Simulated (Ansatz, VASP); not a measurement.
## ZnSe: VASP beside Ansatz

The input POSCAR:

```
ZnSe
1.0
    0.0000000000      2.8798249876      2.8798249876
    2.8798249876      0.0000000000      2.8798249876
    2.8798249876      2.8798249876      0.0000000000
Zn Se
1 1
Direct
    0.0000000000      0.0000000000      0.0000000000
    0.2500000000      0.2500000000      0.2500000000
```

INCAR.step1

```
SYSTEM = ZnSe
PREC     = Accurate       ! precision mode
ENCUT    = 600            ! plane-wave cutoff, eV
ISMEAR   = -1             ! smearing method
SIGMA    = 0.05           ! smearing width, eV
LREAL    = .FALSE.        ! projectors in reciprocal space
LASPH    = .TRUE.         ! aspherical terms in the spheres
NELM     = 100            ! most SCF steps
GGA      = PE             ! functional
ALGO     = Normal         ! electronic algorithm
EDIFF    = 1E-4           ! SCF threshold, eV
LWAVE    = .TRUE.         ! write WAVECAR
LCHARG   = .FALSE.        ! write CHGCAR
```

File INCAR.step2:

```
SYSTEM = ZnSe
PREC     = Accurate       ! precision mode
ENCUT    = 600            ! plane-wave cutoff, eV
EDIFF    = 1E-6           ! SCF threshold, eV
ISMEAR   = -1             ! smearing method
SIGMA    = 0.05           ! smearing width, eV
LREAL    = .FALSE.        ! projectors in reciprocal space
LASPH    = .TRUE.         ! aspherical terms in the spheres
NELM     = 100            ! most SCF steps
ALGO     = Normal         ! electronic algorithm
ISIF     = 3              ! what is computed and relaxed
LWAVE    = .FALSE.        ! write WAVECAR
LCHARG   = .FALSE.        ! write CHGCAR
METAGGA  = R2SCAN         ! meta-GGA
LMIXTAU  = .TRUE.       
IBRION   = 2              ! ionic algorithm
NSW      = 60             ! ionic steps
EDIFFG   = -0.005         ! ionic threshold
ISTART   = 1
```

Contents of KPOINTS:

```
regular mesh
0
G
  11 11 11
  0 0 0
```

Input for Ansatz:

```yaml
crystal:
  lattice:
    - [0.0, 2.8798249876, 2.8798249876]
    - [2.8798249876, 0.0, 2.8798249876]
    - [2.8798249876, 2.8798249876, 0.0]
  atoms:
    - { symbol: Zn, position: [0.0, 0.0, 0.0] }
    - { symbol: Se, position: [0.25, 0.25, 0.25] }
kpoints:
  mp_grid: { grid: [11, 11, 11] }
scf:
  occupations: { method: fermi_dirac, width: 0.05 }
hamiltonian:
  xc: r2scan
  pseudopotentials: { kind: paw }
output:
  forces: true
  stress: true
relax:
  f_tol: 0.005
  max_steps: 40
  cell: {}
```

Alike in both runs: task relaxation of cell and atoms; functional r2SCAN; k mesh 11 × 11 × 11; occupations fermi-dirac, width 0.05 eV; no spin polarisation.

```csv
,VASP,Ansatz
version,VASP 6.6.1,Ansatz 0.2.0
potentials or method,"VASP PAW PBE potentials, release 64 (Zn, Se)","PAW with Ansatz's default frozen-core files, scalar-relativistic"
plane-wave cutoff (eV),600,500
valence electrons in the cell,18,28
```

Ansatz gave:

| Item | Value |
| --- | --- |
| relaxed volume (Å³/atom) | 22.72 |
| relaxed cell length with the largest relative difference (Å) | 4.005 |

Question: Which values does VASP return?

Answer: Relaxed volume (Å³/atom): 22.74; relaxed cell length with the largest relative difference (Å): 4.007.

VASP's potentials were made for PBE, not for r2SCAN. VASP's potentials hold 18 valence electrons a cell and Ansatz's 28, so a difference there can come from the potentials and not from the codes.
